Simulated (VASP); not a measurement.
Set up this calculation in VASP 6.6.1, as the native input.

- Task: single point
- Functional: PBEsol
- Potentials or basis: VASP PAW PBE potentials, release 64 (Na_pv)
- Cutoff: 520 eV
- k mesh: 16 × 16 × 16
- Occupations: gaussian, width 0.15 eV
- Spin: no spin polarisation
- Dipole correction: no
- Further INCAR settings: ALGO = Normal; EDIFF = 1e-06; NBANDS = 10

The structure of Na lies in POSCAR:

```
Na
1.0
   -1.9257000000      1.9257000000      2.7427000000
    1.9257000000     -1.9257000000      2.7427000000
    1.9257000000      1.9257000000     -2.7427000000
Na
1
Direct
    0.0000000000      0.0000000000      0.0000000000
```

The input as run:

INCAR

```
SYSTEM = Na
PREC = Accurate ; ENCUT = 520
EDIFF = 1E-6 ; ISMEAR = 0
SIGMA = 0.15 ; LREAL = .FALSE.
LASPH = .TRUE. ; NELM = 100
ALGO = Normal ; ISIF = 2
LWAVE = .FALSE. ; LCHARG = .FALSE.
GGA = PS ; NBANDS = 10
```

KPOINTS

```
Automatic mesh
0
G
  16 16 16
  0 0 0
```

Potentials or basis: VASP PAW PBE potentials, release 64 (Na_pv).

Command:

```console
$ cat potpaw_PBE.64/Na_pv/POTCAR > POTCAR
$ mpirun -np 1 vasp_std > vasp.out
```

Results of the run:

The pressure is -0.7 GPa.

Caveat: the PAW data sets were made with another functional, which shifts forces and pressure a little.

It took 72 s on 1 thread of Oxide Virtual Turin-like Processor, with other jobs on the host, peak memory 0.22 GiB.
